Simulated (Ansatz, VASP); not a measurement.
CoSn in VASP and in Ansatz

The input INCAR:

```
  ALGO = Normal
  EDIFF = 1E-6
  ENCUT = 520
  GGA = PS
  ISIF = 2
  ISMEAR = -1
  ISPIN = 2
  LASPH = True
  LCHARG = False
  LMAXMIX = 4
  LORBIT = 11
  LREAL = False
  LWAVE = False
  MAGMOM = 0 0 0 3 3 3
  NBANDS = 48
  NELM = 150
  NUPDOWN = 9.0
  PREC = Accurate
  SIGMA = 0.05
```

File KPOINTS:

```
k-points
0
Gamma
  5 5 6
```

Contents of POSCAR:

```
CoSn
1.0
    5.2460399276      0.0000000000      0.0000000000
   -2.6230199638      4.5432038466      0.0000000000
    0.0000000000      0.0000000000      4.1875903000
Sn Co
3 3
Direct
    0.0000000000      0.0000000000      0.0000000000
    0.3333333333      0.6666666667      0.5000000000
    0.6666666667      0.3333333333      0.5000000000
    0.5000000000      0.0000000000      0.0000000000
    0.5000000000      0.5000000000      0.0000000000
    0.0000000000      0.5000000000      0.0000000000
```

The input input.yaml:

```yaml
crystal:
  lattice:
    - [5.2460399276, 0.0, 0.0]
    - [-2.6230199638, 4.5432038466, 0.0]
    - [0.0, 0.0, 4.1875903]
  atoms:
    - { symbol: Sn, position: [0.0, 0.0, 0.0] }
    - { symbol: Sn, position: [0.3333333333, 0.6666666667, 0.5] }
    - { symbol: Sn, position: [0.6666666667, 0.3333333333, 0.5] }
    - { symbol: Co, position: [0.5, 0.0, 0.0], spin: 3.0 }
    - { symbol: Co, position: [0.5, 0.5, 0.0], spin: 3.0 }
    - { symbol: Co, position: [0.0, 0.5, 0.0], spin: 3.0 }
hamiltonian:
  xc: pbesol
  pseudopotentials: { kind: paw }
magnetization:
  spin_polarized: true
  initial_magnetization: 9.0
  spin_locking: { lock_magnetization: hard }
kpoints:
  mp_grid: { grid: [5, 5, 6] }
scf:
  occupations: { method: fermi_dirac, width: 0.05 }
  lower_state_search: "off"
output:
  forces: true
  stress: true
  eigenvalues: true
  write_density: true
  write_potential: true
  elf: true
  volumetric_format: npy
```

Alike in both runs: task single point; functional PBEsol; k mesh 5 × 5 × 6; occupations fermi-dirac, width 0.05 eV; collinear spin; fixed moment 9 μB.

|  | VASP | Ansatz |
| --- | --- | --- |
| version | VASP 6.6.1 | Ansatz 0.2.0 |
| potentials or method | VASP PAW PBE potentials, release 64 (Sn_d, Co) | Ansatz PAW |
| plane-wave cutoff (eV) | 520 | 420 |
| valence electrons in the cell | 69 | 93 |

Ansatz gave:

| Item | Value |
| --- | --- |
| pressure (GPa) | 18.5 |
| traceless stress, the component that is largest in VASP (GPa) | 7.55 |
| net moment per atom (μB) | 1.50 |
| size of the moment on the site where the two differ most (μB) | 0.29 |

Problem. What did VASP give for the same quantities?

Solution. Pressure (GPa): 18.3; traceless stress, the component that is largest in VASP (GPa): 7.39; net moment per atom (μB): 1.50; size of the moment on the site where the two differ most (μB): 0.48.

VASP's potentials were made for PBE, not for PBEsol. Site moments also hang on the region over which each program counts them. VASP's potentials hold 69 valence electrons a cell and Ansatz's 93, so a difference there can come from the potentials and not from the codes.
